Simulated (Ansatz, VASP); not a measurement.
**Two plane-wave programs on PbS**

```
Pb S
1.0
    -1.94101    1.94101    7.21795
     1.94101   -1.94101    7.21795
     1.94101    1.94101   -7.21795
Pb S
2 2
Direct
  0.54194 0.54194 0.00000
  0.29194 0.79194 0.50000
  0.95806 0.95806 0.00000
  0.70806 0.20806 0.50000
```

Alike in both runs: functional PBE; k mesh 8 × 8 × 8; occupations gaussian, width 0.1 eV; no spin polarisation.

Ansatz relaxed the structure, and its values are those at the end. VASP's run is a single point on that final structure, the one shown.

|  | VASP | Ansatz |
| --- | --- | --- |
| version | VASP 6.6.1 | Ansatz 0.2.0 |
| potentials or method | VASP PAW PBE potentials, release 64 (Pb_d, S), cutoff 520 eV | scalar-relativistic, plane waves, PAW |
| valence electrons in the cell | 40 | 40 |

|  | VASP | Ansatz | Ansatz less VASP |
| --- | --- | --- | --- |
| gap on the k mesh at the Fermi level (eV) | 0.82 | 0.81 | -0.003 |
| least direct gap on the mesh (eV) | 1.75 | 1.75 | -0.004 |
| pressure (GPa) | 0.0 | 0.0 | +0.06 |

The functional is the same, so the differences come from potentials, cutoffs and numerics.

Spin-orbit coupling is off throughout.
